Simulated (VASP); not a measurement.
Runs of VASP 6.6.1 on Si2Mo. The structure is that of space group I4/mmm (No. 139), or close to it. The cells are those of the table. 

```csv
task,level,potentials or basis,cell,cutoff (eV),gap on the mesh (eV),pressure (GPa),largest force (eV/Å)
relaxation of shape and atoms at fixed volume,LDA,"VASP PAW LDA potentials, release 64 (Si, Mo_sv)","relaxed from a = 4.459 Å, angles 138.6, 138.6, 60.0°, 3 atoms",600,none,5.4,-
single point,r2SCAN+D4,"VASP PAW PBE potentials, release 64 (Si, Mo_sv)","a = 4.558 Å, angles 138.4, 138.4, 60.3°, 3 atoms",520,none,-7.7,-
single point,r2SCAN,"VASP PAW PBE potentials, release 64 (Si, Mo_sv)","a = 4.522 Å, angles 138.5, 138.5, 60.2°, 3 atoms",520,none,-0.5,-
single point,r2SCAN+D4,"VASP PAW PBE potentials, release 64 (Si, Mo_sv)","a = 4.531 Å, angles 138.4, 138.4, 60.2°, 3 atoms",520,none,-3.8,0.01
relaxation of shape and atoms at fixed volume,r2SCAN,"VASP PAW PBE potentials, release 64 (Si, Mo_sv)","relaxed from a = 4.518 Å, angles 138.5, 138.5, 60.2°, 3 atoms",600,none,0.4,-
relaxation of shape and atoms at fixed volume,LDA,"VASP PAW LDA potentials, release 64 (Si, Mo_sv)","relaxed from a = 4.431 Å, angles 138.6, 138.6, 59.9°, 3 atoms",600,none,10.8,-
relaxation of shape and atoms at fixed volume,PBE+D4,"VASP PAW PBE potentials, release 64 (Si, Mo_sv)","relaxed from a = 4.446 Å, angles 138.6, 138.6, 59.9°, 3 atoms",600,none,10.0,-
single point,r2SCAN,"VASP PAW PBE potentials, release 64 (Si, Mo_sv)","a = 4.490 Å, angles 138.5, 138.5, 60.1°, 3 atoms",520,none,5.1,(b)
single point,r2SCAN+D4,"VASP PAW PBE potentials, release 64 (Si, Mo_sv)","a = 4.522 Å, angles 138.5, 138.5, 60.2°, 3 atoms",520,none,-2.5,-
single point,r2SCAN,"VASP PAW PBE potentials, release 64 (Si, Mo_sv)","a = 4.571 Å, angles 138.4, 138.4, 60.3°, 3 atoms",520,none,(a),-
single point,r2SCAN,"VASP PAW PBE potentials, release 64 (Si, Mo_sv)","a = 4.517 Å, angles 138.5, 138.5, 60.2°, 3 atoms",520,none,0.4,0.01
relaxation of shape and atoms at fixed volume,PBE+D4,"VASP PAW PBE potentials, release 64 (Si, Mo_sv)","relaxed from a = 4.474 Å, angles 138.6, 138.6, 60.0°, 3 atoms",600,none,4.8,-
```

Alike in all rows: no spin polarisation; k mesh 10 × 10 × 10; smearing gaussian 0.05 eV.

Question: Estimate the missing entries.

Answer: (a) -7.5; (b) 0.02.

Caveats: the PAW data sets were made with another functional, which shifts forces and pressure a little (some runs); pairwise dispersion overbinds metals, which lowers pressure and volume (some runs).

A k mesh can miss the band edges, and the runs leave out spin-orbit coupling on Mo.

A gap of «none» marks levels without a gap at the run's occupations.
